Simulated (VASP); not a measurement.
# Al5InSb6 (P-4m2) in VASP: relaxation of cell and atoms with PBE

Aim: the relaxation of cell and atoms of Al5InSb6 with PBE.

All numbers are computed with VASP 6.6.1; they aren't measurements. Logs are shortened: lines on timing, memory, paths and dates and some standing lists are left out, and cuts for length are marked.

## Step 1: The cell of the first run

It takes space group P-4m2 (No. 115, tetragonal). The conventional cell has a = 4.471 Å, b = 4.471 Å, c = 18.656 Å, α = 90.00°, β = 90.00°, γ = 90.00°. Al (site symmetry 2mm) has 4 Sb at 2.69 to 2.71 Å within 3.6 Å. Al (site symmetry 2mm) has 4 Sb at 2.70 Å within 3.6 Å. Within 3.6 Å of Al (site symmetry -4m2) lie 4 Sb at 2.70 Å. Within 3.7 Å of In (site symmetry -4m2) lie 4 Sb at 2.83 Å. Within 3.6 Å of Sb (site symmetry 2mm) lie 4 Al at 2.70 to 2.71 Å. Sb (site symmetry 2mm) has 4 Al at 2.70 Å within 3.6 Å. Within 3.6 Å of Sb (site symmetry 2mm) lie 2 Al at 2.69 Å and 2 In at 2.83 Å.

## Step 2: Relaxation of cell and atoms, PBE

The input, INCAR:

```
SYSTEM = Al5InSb6
PREC = Accurate
ENCUT = 600
EDIFF = 1E-7
ISMEAR = 0
SIGMA = 0.02
LREAL = .False.
LASPH = .True.
NELM = 60
ALGO = Normal
ISIF = 3
LWAVE = .False.
LCHARG = .False.
GGA = PE
IBRION = 2
NSW = 100
EDIFFG = -0.01
```

The input, KPOINTS:

```
regular mesh
0
Gamma
  6 6 2
  0 0 0
```

The input, POSCAR:

```
Al5InSb6
1.0
    4.4712823679      0.0000000000      0.0000000000
    0.0000000000      4.4712823679      0.0000000000
    0.0000000000      0.0000000000     18.6563508064
Al In Sb
5 1 6
Direct
    0.0000000000      0.0000000000      0.8264599249
    0.5000000000      0.5000000000      0.6631730344
    0.0000000000      0.0000000000      0.5000000000
    0.5000000000      0.5000000000      0.3368269656
    0.0000000000      0.0000000000      0.1735400751
    0.5000000000      0.5000000000      0.0000000000
    0.5000000000      0.0000000000      0.7447800396
    0.0000000000      0.5000000000      0.5815496029
    0.5000000000      0.0000000000      0.4184503971
    0.0000000000      0.5000000000      0.2552199604
    0.5000000000      0.0000000000      0.0930364229
    0.0000000000      0.5000000000      0.9069635771
```

Potentials or basis: VASP PAW PBE potentials, release 64 (Al, In_d, Sb).

Command:

```bash
> cat potpaw_PBE.64/Al/POTCAR potpaw_PBE.64/In_d/POTCAR potpaw_PBE.64/Sb/POTCAR > POTCAR
> mpirun -np 1 vasp_std > vasp.out
```

OUTCAR:

```text
SYSTEM = Al5InSb6
   PREC = Accurate
   ENCUT = 600
   EDIFF = 1E-7
   ISMEAR = 0
   LREAL = .False.
   LASPH = .True.
   NELM = 60
   ISIF = 3
   GGA = PE
   IBRION = 2
   NSW = 100
   EDIFFG = -0.01

 ion  position               nearest neighbor table
   1  0.000  0.000  0.826-  12 2.69  12 2.69   7 2.71   7 2.71
   2  0.500  0.500  0.663-   7 2.70   7 2.70   8 2.70   8 2.70
   3  0.000  0.000  0.500-   8 2.70   9 2.70   8 2.70   9 2.70
   4  0.500  0.500  0.337-  10 2.70  10 2.70   9 2.70   9 2.70
   5  0.000  0.000  0.174-  11 2.69  11 2.69  10 2.71  10 2.71
   6  0.500  0.500  0.000-  11 2.83  12 2.83  11 2.83  12 2.83
   7  0.500  0.000  0.745-   2 2.70   2 2.70   1 2.71   1 2.71
   8  0.000  0.500  0.582-   3 2.70   3 2.70   2 2.70   2 2.70
   9  0.500  0.000  0.418-   3 2.70   3 2.70   4 2.70   4 2.70
  10  0.000  0.500  0.255-   4 2.70   4 2.70   5 2.71   5 2.71
  11  0.500  0.000  0.093-   5 2.69   5 2.69   6 2.83   6 2.83
  12  0.000  0.500  0.907-   1 2.69   1 2.69   6 2.83   6 2.83

  LATTYP: Found a simple tetragonal cell.
 ALAT       =     4.4712823679
 C/A-ratio  =     4.1724832545

  Lattice vectors:

 A1 = (   4.4712823679,   0.0000000000,   0.0000000000)
 A2 = (   0.0000000000,   4.4712823679,   0.0000000000)
 A3 = (   0.0000000000,   0.0000000000,  18.6563508064)

Analysis of symmetry for initial positions (statically):
=====================================================================
 Subroutine PRICEL returns:
 Original cell was already a primitive cell.

 Routine SETGRP: Setting up the symmetry group for a
 simple tetragonal supercell.

 Subroutine GETGRP returns: Found  8 space group operations
 (whereof  8 operations were pure point group operations)
 out of a pool of 16 trial point group operations.

The static configuration has the point symmetry D_2d.

Analysis of symmetry for dynamics (positions and initial velocities):
=====================================================================
 Subroutine PRICEL returns:
 Original cell was already a primitive cell.

 Routine SETGRP: Setting up the symmetry group for a
 simple tetragonal supercell.

 Subroutine GETGRP returns: Found  8 space group operations
 (whereof  8 operations were pure point group operations)
 out of a pool of 16 trial point group operations.

The dynamic configuration has the point symmetry D_2d.

 Subroutine INISYM returns: Found  8 space group operations
 (whereof  8 operations are pure point group operations),
 and found     1 'primitive' translations

----------------------------------------------------------------------------------------

                                     Primitive cell

  volume of cell :     372.9846

  direct lattice vectors                    reciprocal lattice vectors
     4.471282368  0.000000000  0.000000000     0.223649485  0.000000000  0.000000000
     0.000000000  4.471282368  0.000000000     0.000000000  0.223649485  0.000000000
     0.000000000  0.000000000 18.656350806     0.000000000  0.000000000  0.053601050

  length of vectors
     4.471282368  4.471282368 18.656350806     0.223649485  0.223649485  0.053601050

  position of ions in fractional coordinates (direct lattice)
     0.000000000  0.000000000  0.826459925
     0.500000000  0.500000000  0.663173034
     0.000000000  0.000000000  0.500000000
     0.500000000  0.500000000  0.336826966
     0.000000000  0.000000000  0.173540075
     0.500000000  0.500000000  0.000000000
     0.500000000  0.000000000  0.744780040
     0.000000000  0.500000000  0.581549603
     0.500000000  0.000000000  0.418450397
     0.000000000  0.500000000  0.255219960
     0.500000000  0.000000000  0.093036423
     0.000000000  0.500000000  0.906963577

  ion indices of the primitive-cell ions
   primitive index   ion index
                 1           1
                 2           2
                 3           3
                 4           4
                 5           5
                 6           6
                 7           7
                 8           8
                 9           9
                10          10
                11          11
                12          12

----------------------------------------------------------------------------------------

 KPOINTS: regular mesh

Automatic generation of k-mesh.
 Grid dimensions read from file:
 generate k-points for:    6    6    2

 Generating k-lattice:

  Cartesian coordinates                     Fractional coordinates (reciprocal lattice)
     0.037274914  0.000000000  0.000000000     0.166666667  0.000000000  0.000000000
     0.000000000  0.037274914  0.000000000     0.000000000  0.166666667  0.000000000
     0.000000000  0.000000000  0.026800525     0.000000000  0.000000000  0.500000000

  Length of vectors
     0.037274914  0.037274914  0.026800525

  Shift w.r.t. Gamma in fractional coordinates (k-lattice)
     0.000000000  0.000000000  0.000000000

 Subroutine IBZKPT returns following result:
 ===========================================

 Found     20 irreducible k-points:

 Following reciprocal coordinates:
            Coordinates               Weight
  0.000000  0.000000  0.000000      1.000000
  0.166667  0.000000  0.000000      4.000000
  0.333333  0.000000  0.000000      4.000000
  0.500000  0.000000  0.000000      2.000000
  0.166667  0.166667  0.000000      4.000000
  0.333333  0.166667  0.000000      8.000000
[... 12 lines left out ...]
  0.500000  0.333333  0.500000      4.000000
  0.500000  0.500000  0.500000      1.000000
   k-points           NKPTS =     20   k-points in BZ     NKDIM =     20   number of bands    NBANDS=     36
   number of dos      NEDOS =    301   number of ions     NIONS =     12
   total plane-waves  NPLWV = 194400
   dimension x,y,z NGX =    36 NGY =   36 NGZ =  150
   dimension x,y,z NGXF=    72 NGYF=   72 NGZF=  300
   ions per type =               5   1   6
   NGX,Y,Z   is equivalent  to a cutoff of  13.39, 13.39, 13.37 a.u.
   NGXF,Y,Z  is equivalent  to a cutoff of  26.77, 26.77, 26.73 a.u.
 SYSTEM =  Al5InSb6
   PREC   = accura    normal or accurate (medium, high low for compatibility)
   ISTART =      0    job   : 0-new  1-cont  2-samecut
   ICHARG =      2    charge: 1-file 2-atom 10-const
   ISPIN  =      1    spin polarized calculation?
   LNONCOLLINEAR =      F non collinear calculations
   LSORBIT =      F    spin-orbit coupling
   LASPH  =      T    aspherical Exc in radial PAW
   ENCUT  =  600.0 eV  44.10 Ry    6.64 a.u.   8.93  8.93 37.26*2*pi/ulx,y,z
   NELM   =     60;   NELMIN=  2; NELMDL= -5     # of ELM steps
   EDIFF  = 0.1E-06   stopping-criterion for ELM
   LREAL  =      F    real-space projection
   EDIFFG = -.1E-01   stopping-criterion for IOM
   NSW    =    100    number of steps for IOM
   IBRION =      2    ionic relax: 0-MD 1-quasi-New 2-CG
   NFREE  =      1    steps in history (QN), initial steepest desc. (CG)
   ISIF   =      3    stress and relaxation
   ISYM   =      2    0-nonsym 1-usesym 2-fastsym
   POTIM  = 0.5000    time-step for ionic-motion
   TEBEG  =    0.0;   TEEND  =   0.0 temperature during run
   PSTRESS=    0.0 pullay stress
   NELECT =      58.0000    total number of electrons
   NUPDOWN=      -1.0000    fix difference up-down
   EMIN   =  10.00;   EMAX   =-10.00  energy-range for DOS
   EFERMI =   0.00;   METHOD = LEGACY
   ISMEAR =     0;   SIGMA  =   0.02  broadening in eV -4-tet -1-fermi 0-gaus
   EFERMI_NEDOS =   21; number of points for ismear=-14 and -15
   IALGO  =     38    algorithm
   IMIX   =      4    mixing-type and parameters
     AMIX     =   0.40;   BMIX     =  1.00
     AMIX_MAG =   1.60;   BMIX_MAG =  1.00
  volume/ion in A,a.u.               =      31.08       209.75
  Fermi-wavevector in a.u.,A,eV,Ry     =   0.880347  1.663615 10.544661  0.775011
  Thomas-Fermi vector in A             =   2.000695
   LORBIT       =      0    0 simple, 1 ext, 2 COOP (PROOUT), +10 PAW based schemes
   GGA     = PE    functional components
   LHFCALC =     F    Hartree Fock is set to
   AEXX    =    0.0000 exact exchange contribution
   IVDW    =     0    specifies the selected vdW correction
   LEPSILON=     F    determine dielectric tensor
   LRPA    =     F    only Hartree local field effects (RPA)
 conjugate gradient relaxation of ions
 non-spin polarized calculation
 Gauss-broadening in eV      SIGMA  =   0.02
  energy-cutoff  :      600.00
  volume of cell :      372.98
 maximum number of plane-waves:     12544
 NGX is ok and might be reduce to    36
   NGX = 17   NGY = 17   NGZ = 75

--------------------------------------- Ionic step        1  -------------------------------------------

 number of electron      58.0000010 magnetization

 Free energy of the ion-electron system (eV)
  ---------------------------------------------------
  ext. energy  EPLUGINS =         0.00000000
  ---------------------------------------------------
  free energy    TOTEN  =       -47.91515534 eV

  energy without entropy =      -47.91515534  energy(sigma->0) =      -47.91515534

------------------------ aborting loop because EDIFF is reached ----------------------------------------

  FORCE on cell =-STRESS in cart. coord.  units (eV):
  Direction    XX          YY          ZZ          XY          YZ          ZX
  --------------------------------------------------------------------------------------
  -------------------------------------------------------------------------------------
  Total       -0.0159850     -0.0159850      1.2877141      0.0000000      0.0000000      0.0000000
  in kB       -0.0686644     -0.0686644      5.5314521      0.0000000      0.0000000      0.0000000
  external PRESSURE =       1.7980411 kB  Pullay stress =       0.0000000 kB

 VOLUME and BASIS-vectors are now :
 -----------------------------------------------------------------------------
  energy-cutoff  :      600.00
  volume of cell :      372.98
      direct lattice vectors                 reciprocal lattice vectors
     4.471282368  0.000000000  0.000000000     0.223649485  0.000000000  0.000000000
     0.000000000  4.471282368  0.000000000     0.000000000  0.223649485  0.000000000
     0.000000000  0.000000000 18.656350806     0.000000000  0.000000000  0.053601050
[... 234 lines left out ...]
      2.22703      2.22703     12.52287         0.000000     -0.000000      0.000277
      0.00000     -0.00000      9.44187         0.000000     -0.000000      0.000000
      2.22703      2.22703      6.36086         0.000000     -0.000000     -0.000277
      0.00000     -0.00000      3.27728         0.000000      0.000000     -0.017929
      2.22703      2.22703      0.00000        -0.000000      0.000000      0.000000
      2.22703     -0.00000     14.06376         0.000000     -0.000000      0.000982
      0.00000      2.22703     10.98236         0.000000      0.000000     -0.001699
      2.22703     -0.00000      7.90138         0.000000     -0.000000      0.001699
      0.00000      2.22703      4.81997         0.000000      0.000000     -0.000982
      2.22703     -0.00000      1.75044         0.000000     -0.000000      0.003503
      0.00000      2.22703     17.13329         0.000000      0.000000     -0.003503
 -----------------------------------------------------------------------------------
    total drift:                                0.000000      0.000000      0.000000

  FREE ENERGIE OF THE ION-ELECTRON SYSTEM (eV)
  ---------------------------------------------------
  free  energy   TOTEN  =       -47.9229863739 eV

  energy  without entropy=      -47.9229863739  energy(sigma->0) =      -47.92298637

--------------------------------------- Ionic step        7  -------------------------------------------

 number of electron      58.0000008 magnetization

 Free energy of the ion-electron system (eV)
  ---------------------------------------------------
  ext. energy  EPLUGINS =         0.00000000
  ---------------------------------------------------
  free energy    TOTEN  =       -47.92303680 eV

  energy without entropy =      -47.92303680  energy(sigma->0) =      -47.92303680

 E-fermi :   4.5770     XC(G=0):  -8.4694

 val. band max:        4.4465321409   @ k =   0.0000   0.0000   0.0000
 cond. band min:       5.3137941783   @ k =   0.0000   0.0000   0.0000
 fundamental gap:      0.8672620374
 Fermi energy:         4.5769591946

 k-point     1 :       0.0000    0.0000    0.0000
  band No.  band energies     occupation
      1      -9.9304      2.00000
      2      -9.8650      2.00000
      3      -9.8650      2.00000
      4      -9.8155      2.00000
      5      -9.8136      2.00000
      6      -6.0484      2.00000
[... 791 lines left out ...]
 POSITION                                       TOTAL-FORCE (eV/Angst)
 -----------------------------------------------------------------------------------
      0.00000     -0.00000     15.59932         0.000000     -0.000000      0.007924
      2.22697      2.22697     12.51636         0.000000     -0.000000      0.000528
      0.00000      4.45393      9.43695         0.000000     -0.000000      0.000000
      2.22697      2.22697      6.35753         0.000000      0.000000     -0.000528
      0.00000      4.45393      3.27457         0.000000      0.000000     -0.007924
      2.22697      2.22697     18.87389        -0.000000     -0.000000      0.000000
      2.22697      4.45393     14.05650         0.000000     -0.000000      0.004444
      0.00000      2.22697     10.97653         0.000000      0.000000     -0.000661
      2.22697      4.45393      7.89736         0.000000     -0.000000      0.000661
      0.00000      2.22697      4.81739         0.000000      0.000000     -0.004444
      2.22697     -0.00000      1.74983         0.000000      0.000000     -0.002886
      0.00000      2.22697     17.12406         0.000000     -0.000000      0.002886
 -----------------------------------------------------------------------------------
    total drift:                                0.000000      0.000000      0.000000

  FREE ENERGIE OF THE ION-ELECTRON SYSTEM (eV)
  ---------------------------------------------------
  free  energy   TOTEN  =       -47.9230368017 eV

  energy  without entropy=      -47.9230368017  energy(sigma->0) =      -47.92303680

 reached required accuracy - stopping structural energy minimisation
```

Wall time 37 min (1 thread of Oxide Virtual Turin-like, shared host); peak memory 0.67 GiB.

Results:

| Item | Value |
| --- | --- |
| Free energy | -47.9230 eV |
| Relaxed volume | 31.20 Å³/atom |
| Relaxed cell | a = 4.454 Å, b = 4.454 Å, c = 18.874 Å, α = 90.00°, β = 90.00°, γ = 90.00° |
| Space group after relaxing (to 0.1 Å) | P-4m2 (No. 115) |
| Energy gained by relaxing | 0.7 meV/atom |
| Ionic steps | 7 |
| Pressure after relaxing | 0.0 GPa |
| Largest force after relaxing | 0.008 eV/Å |
| Band gap on the k mesh | 0.87 eV |

Forces in eV/Å, atoms in the order of the input:
```
Al   0.000  0.000  0.008
Al   0.000  0.000  0.001
Al   0.000  0.000  0.000
Al   0.000  0.000 -0.001
Al   0.000  0.000 -0.008
In   0.000  0.000  0.000
Sb   0.000  0.000  0.004
Sb   0.000  0.000 -0.001
Sb   0.000  0.000  0.001
Sb   0.000  0.000 -0.004
Sb   0.000  0.000 -0.003
Sb   0.000  0.000  0.003
```

Step by step:
```tsv
step	energy change (eV)	largest force (eV/Å)	pressure (GPa)	volume (Å³)
1	0.0000	0.0447	0.18	372.98
2	-0.0047	0.0282	-0.06	374.87
3	-0.0054	0.0175	-0.20	376.07
4	-0.0078	0.0167	-0.05	374.87
5	-0.0078	0.0178	-0.02	374.66
6	-0.0078	0.0179	-0.02	374.63
7	-0.0079	0.0079	0.01	374.41
```

Final structure:
```
CELL_PARAMETERS angstrom
4.45393 0.00000 0.00000
0.00000 4.45393 0.00000
0.00000 0.00000 18.87389
ATOMIC_POSITIONS crystal
Al 0.00000 0.00000 0.82650
Al 0.50000 0.50000 0.66316
Al 0.00000 0.00000 0.50000
Al 0.50000 0.50000 0.33684
Al 0.00000 0.00000 0.17350
In 0.50000 0.50000 0.00000
Sb 0.50000 0.00000 0.74476
Sb 0.00000 0.50000 0.58157
Sb 0.50000 0.00000 0.41843
Sb 0.00000 0.50000 0.25524
Sb 0.50000 0.00000 0.09271
Sb 0.00000 0.50000 0.90729
```

Levels at points of the mesh, in eV from the valence-band top:
```tsv
k point	band 27	band 28	band 29	band 30	band 31	band 32
(0.00, 0.00, 0.00)	-0.07	0.00	0.00	0.87	1.17	1.22
(0.50, 0.00, 0.00)	-1.05	-1.03	-0.47	1.42	1.51	1.56
(0.50, 0.50, 0.00)	-2.11	-2.11	-2.07	1.21	1.29	1.29
(0.00, 0.00, 0.50)	-0.39	-0.17	-0.17	1.13	1.19	1.54
(0.50, 0.00, 0.50)	-0.92	-0.90	-0.47	0.95	1.08	2.07
(0.50, 0.50, 0.50)	-2.27	-2.23	-2.23	1.52	1.66	1.66
```

Caveat: spin-orbit coupling is left out, which moves the levels of the heavy elements. A k mesh can miss the band edges.
